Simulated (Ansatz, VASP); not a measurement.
**Two plane-wave programs on Si3P4**

INCAR

```
SYSTEM = Si3P4
PREC     = Accurate       ! precision mode
ENCUT    = 520            ! plane-wave cutoff, eV
EDIFF    = 1E-6           ! SCF threshold, eV
ISMEAR   = 0              ! smearing method
SIGMA    = 0.1            ! smearing width, eV
LREAL    = .FALSE.        ! projectors in reciprocal space
LASPH    = .TRUE.         ! aspherical terms in the spheres
NELM     = 80             ! most SCF steps
ALGO     = Normal         ! electronic algorithm
ISIF     = 2              ! what is computed and relaxed
LWAVE    = .FALSE.        ! write WAVECAR
LCHARG   = .FALSE.        ! write CHGCAR
GGA      = PE             ! functional
NBANDS   = 45             ! bands
```

File KPOINTS:

```
regular mesh
0
G
  3 3 6
  0 0 0
```

The input POSCAR:

```
Si3P4
1.0
    9.4539549300      0.0000000000      0.0000000000
   -4.7269774600      8.1873651300      0.0000000000
    0.0000000000      0.0000000000      3.6208818000
Si P
6 8
Direct
    0.8291482800      0.2354844800      0.7500000000
    0.5936638000      0.8291482800      0.2500000000
    0.2354844800      0.4063362000      0.2500000000
    0.7645155200      0.5936638000      0.7500000000
    0.4063362000      0.1708517200      0.7500000000
    0.1708517200      0.7645155200      0.2500000000
    0.6666666700      0.3333333300      0.7500000000
    0.3333333300      0.6666666700      0.2500000000
    0.6696315900      0.9727169700      0.7500000000
    0.6969146100      0.6696315900      0.2500000000
    0.9727169700      0.3030853900      0.2500000000
    0.0272830300      0.6969146100      0.7500000000
    0.3303684100      0.0272830300      0.2500000000
    0.3030853900      0.3303684100      0.7500000000
```

Input for Ansatz:

```yaml
crystal:
  lattice:
    - [9.45395493, 0.0, 0.0]
    - [-4.72697746, 8.18736513, 0.0]
    - [0.0, 0.0, 3.6208818]
  atoms:
    - { symbol: Si, position: [0.82914828, 0.23548448, 0.75] }
    - { symbol: Si, position: [0.5936638, 0.82914828, 0.25] }
    - { symbol: Si, position: [0.23548448, 0.4063362, 0.25] }
    - { symbol: Si, position: [0.76451552, 0.5936638, 0.75] }
    - { symbol: Si, position: [0.4063362, 0.17085172, 0.75] }
    - { symbol: Si, position: [0.17085172, 0.76451552, 0.25] }
    - { symbol: P, position: [0.66666667, 0.33333333, 0.75] }
    - { symbol: P, position: [0.33333333, 0.66666667, 0.25] }
    - { symbol: P, position: [0.66963159, 0.97271697, 0.75] }
    - { symbol: P, position: [0.69691461, 0.66963159, 0.25] }
    - { symbol: P, position: [0.97271697, 0.30308539, 0.25] }
    - { symbol: P, position: [0.02728303, 0.69691461, 0.75] }
    - { symbol: P, position: [0.33036841, 0.02728303, 0.25] }
    - { symbol: P, position: [0.30308539, 0.33036841, 0.75] }
basis:
  ecutwfc: 420
kpoints:
  mp_grid: { grid: [3, 3, 6] }
hamiltonian:
  xc: pbe
scf:
  occupations: { method: gaussian, width: 0.1 }
  lower_state_search: "off"
output:
  forces: true
  stress: true
  eigenvalues: true
```

Alike in both runs: task single point; functional PBE; k mesh 3 × 3 × 6; occupations gaussian, width 0.1 eV; no spin polarisation.

|  | VASP | Ansatz |
| --- | --- | --- |
| version | VASP 6.6.1 | Ansatz 0.2.0 |
| potentials or method | VASP PAW PBE potentials, release 64 (Si, P), cutoff 520 eV | scalar-relativistic, plane waves, PAW |
| valence electrons in the cell | 64 | 64 |

VASP gave:

- gap on the k mesh at the Fermi level (eV): none
- pressure (GPa): 9.8
- traceless stress, the component that is largest in VASP (GPa): -0.44
- rms of the force components (eV/Å): 0.171

Task: Which values does Ansatz return?

Result: gap on the k mesh at the Fermi level (eV): none; pressure (GPa): 10.1; traceless stress, the component that is largest in VASP (GPa): -0.40; rms of the force components (eV/Å): 0.173.

Atom by atom the forces differ by 0.002 eV/Å (rms over components). A gap of «none» marks a metal or a gap that the smearing closes. With one functional, cell and mesh, what is left measures potentials, basis and numerics.
